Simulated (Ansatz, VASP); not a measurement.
# Si2W3 in VASP and in Ansatz

INCAR

```
SYSTEM = Si2W3
ALGO     = Fast           ! electronic algorithm
EDIFF    = 1E-6           ! SCF threshold, eV
ENCUT    = 520            ! plane-wave cutoff, eV
GGA      = PE             ! functional
ISIF     = 2              ! what is computed and relaxed
ISMEAR   = 0              ! smearing method
LASPH    = .True.         ! aspherical terms in the spheres
LCHARG   = .False.        ! write CHGCAR
LREAL    = .False.        ! projectors in reciprocal space
LWAVE    = .False.        ! write WAVECAR
NBANDS   = 61             ! bands
NELM     = 80             ! most SCF steps
PREC     = Accurate       ! precision mode
SIGMA    = 0.15           ! smearing width, eV
```

KPOINTS

```
k-points
0
Gamma
  6 6 12
  0 0 0
```

File POSCAR:

```
Si2W3
1.0
    6.6631844682      0.0000000000      0.0000000000
    0.0000000000      6.6631844682      0.0000000000
    0.0000000000      0.0000000000      3.3123213826
Si W
4 6
Direct
    0.1342329886      0.6342329886      0.0000000000
    0.8657670114      0.3657670114      0.0000000000
    0.6342329886      0.8657670114      0.0000000000
    0.3657670114      0.1342329886      0.0000000000
    0.5000000000      0.5000000000      0.0000000000
    0.0000000000      0.0000000000      0.0000000000
    0.6595119696      0.1595119696      0.5000000000
    0.3404880304      0.8404880304      0.5000000000
    0.1595119696      0.3404880304      0.5000000000
    0.8404880304      0.6595119696      0.5000000000
```

Input for Ansatz:

```yaml
crystal:
  lattice:
    - [6.6631844682, 0.0, 0.0]
    - [0.0, 6.6631844682, 0.0]
    - [0.0, 0.0, 3.3123213826]
  atoms:
    - { symbol: Si, position: [0.1342329886, 0.6342329886, 0.0] }
    - { symbol: Si, position: [0.8657670114, 0.3657670114, 0.0] }
    - { symbol: Si, position: [0.6342329886, 0.8657670114, 0.0] }
    - { symbol: Si, position: [0.3657670114, 0.1342329886, 0.0] }
    - { symbol: W, position: [0.5, 0.5, 0.0] }
    - { symbol: W, position: [0.0, 0.0, 0.0] }
    - { symbol: W, position: [0.6595119696, 0.1595119696, 0.5] }
    - { symbol: W, position: [0.3404880304, 0.8404880304, 0.5] }
    - { symbol: W, position: [0.1595119696, 0.3404880304, 0.5] }
    - { symbol: W, position: [0.8404880304, 0.6595119696, 0.5] }
basis:
  ecutwfc: 420
kpoints:
  mp_grid: { grid: [6, 6, 12] }
hamiltonian:
  xc: pbe
scf:
  occupations: { method: gaussian, width: 0.15 }
output:
  forces: true
  stress: true
  eigenvalues: true
  write_density: true
  write_potential: true
  elf: true
  volumetric_format: npy
```

Change from the starting cell: strain +0.0050 x Voigt [1, 1, 0, 0, 0, 0], atoms carried along.

Alike in both runs: task single point; functional PBE; k mesh 6 × 6 × 12; occupations gaussian, width 0.15 eV; no spin polarisation.

|  | VASP | Ansatz |
| --- | --- | --- |
| version | VASP 6.6.1 | Ansatz 0.2.0 |
| potentials or method | VASP PAW PBE potentials, release 64 (Si, W_sv), cutoff 520 eV | scalar-relativistic, plane waves, PAW |
| valence electrons in the cell | 100 | 100 |

```csv
,VASP,Ansatz,Ansatz less VASP
gap on the k mesh at the Fermi level (eV),none,none,-
pressure (GPa),-2.4,-2.5,-0.16
"traceless stress, the component that is largest in VASP (GPa)",0.61,0.58,-0.031
rms of the force components (eV/Å),0.014,0.013,-0.0003
```

Atom by atom the forces differ by 0.004 eV/Å (rms over components). A gap of «none» marks a metal or a gap that the smearing closes.

Neither program's run includes spin-orbit coupling.
